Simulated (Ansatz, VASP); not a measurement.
**One calculation of ScAl4, two programs**

```xyz
5
Lattice="-3.3340 3.3340 1.9942 3.3340 -3.3340 1.9942 3.3340 3.3340 -1.9942" Properties=species:S:1:pos:R:3 pbc="T T T"
Sc    0.0000    0.0000    1.9942
Al    2.6826   -1.3077    1.9942
Al    2.0263    0.6514    0.0000
Al    1.3077    2.6826    1.9942
Al    0.6514    4.6417    0.0000
```

Alike in both runs: task single point; functional PBE; k mesh 6 × 6 × 6; occupations gaussian, width 0.1 eV; collinear spin.

|  | VASP | Ansatz |
| --- | --- | --- |
| version | VASP 6.6.1 | Ansatz 0.2.0 |
| potentials or method | VASP PAW PBE potentials, release 64 (Sc_sv, Al), cutoff 520 eV | scalar-relativistic, plane waves, PAW |
| valence electrons in the cell | 23 | 23 |

```csv
,VASP,Ansatz,Ansatz less VASP
gap on the k mesh at the Fermi level (eV),none,none,-
pressure (GPa),0.0,0.0,-0.02
"traceless stress, the component that is largest in VASP (GPa)",-0.09,-0.09,+0.007
rms of the force components (eV/Å),0.005,0.007,+0.0026
net moment per atom (μB),0.00,0.00,0.000
```

Atom by atom the forces differ by 0.003 eV/Å (rms over components). A gap of «none» marks a metal or a gap that the smearing closes. Ansatz's warnings: seeded moment not kept.
